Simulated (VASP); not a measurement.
Wanted: the native input for a VASP 6.6.1 run.

- Task: single point
- Functional: PBE
- Potentials or basis: VASP PAW PBE potentials, release 64 (K_sv, S)
- Cutoff: 500 eV
- k mesh: 6 × 6 × 6
- Occupations: gaussian, width 0.01 eV
- Spin: no spin polarisation
- Dipole correction: no
- Further INCAR settings: ALGO = Normal; EDIFF = 1e-06; NBANDS = 19

The structure of K2S lies in POSCAR:

```
K2S
1.0
    0.0000000000      3.7306303221      3.7306303221
    3.7306303221      0.0000000000      3.7306303221
    3.7306303221      3.7306303221      0.0000000000
K S
2 1
Direct
    0.2500000000      0.2500000000      0.2500000000
    0.7500000000      0.7500000000      0.7500000000
    0.0000000000      0.0000000000      0.0000000000
```

These files were run (other wordings do the same):

INCAR

```
PREC = Accurate ; ENCUT = 500
EDIFF = 1E-6 ; ISMEAR = 0
SIGMA = 0.01 ; LREAL = F
LASPH = T ; NELM = 120
ALGO = Normal ; ISIF = 2
LWAVE = F ; LCHARG = F
GGA = PE ; NBANDS = 19
GGA_COMPAT = F
```

KPOINTS

```
Automatic mesh
0
Gamma
  6 6 6
```

Potentials or basis: VASP PAW PBE potentials, release 64 (K_sv, S).

Command:

```bash
$ cat potpaw_PBE.64/K_sv/POTCAR potpaw_PBE.64/S/POTCAR > POTCAR
$ mpirun -np 1 vasp_std > vasp.out
```

Results of the run:

- Pressure: 0.0 GPa
- Band gap on the k mesh: 2.32 eV (least direct gap 2.50 eV)

It took 43 s on 1 thread of Intel(R) Xeon(R) Platinum 8175M CPU @ 2.50GHz (Skylake/Cascade Lake), with other jobs on the host, peak memory 0.23 GiB.
